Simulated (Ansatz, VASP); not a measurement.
**ZrS2: VASP beside Ansatz**

```
S Zr
1.0
     3.65742    0.00000    0.00000
    -1.82871    3.16742    0.00000
     0.00000    0.00000   18.90580
S Zr
2 1
Direct
  0.33333 0.66667 0.42315
  0.66667 0.33333 0.57685
  0.00000 0.00000 0.50000
```

Alike in both runs: task single point; functional PBE; k mesh 12 × 12 × 1; occupations gaussian, width 0.03 eV; no spin polarisation.

```csv
,VASP,Ansatz
version,VASP 6.6.1,Ansatz 0.2.0
potentials or method,"VASP PAW PBE potentials, release 64 (S, Zr_sv), cutoff 400 eV","scalar-relativistic, plane waves, PAW"
valence electrons in the cell,24,24
```

```csv
,VASP,Ansatz,Ansatz less VASP
gap on the k mesh at the Fermi level (eV),1.14,1.14,+0.003
least direct gap on the mesh (eV),1.69,1.69,-0.004
rms of the force components (eV/Å),0.048,0.045,-0.0039
```
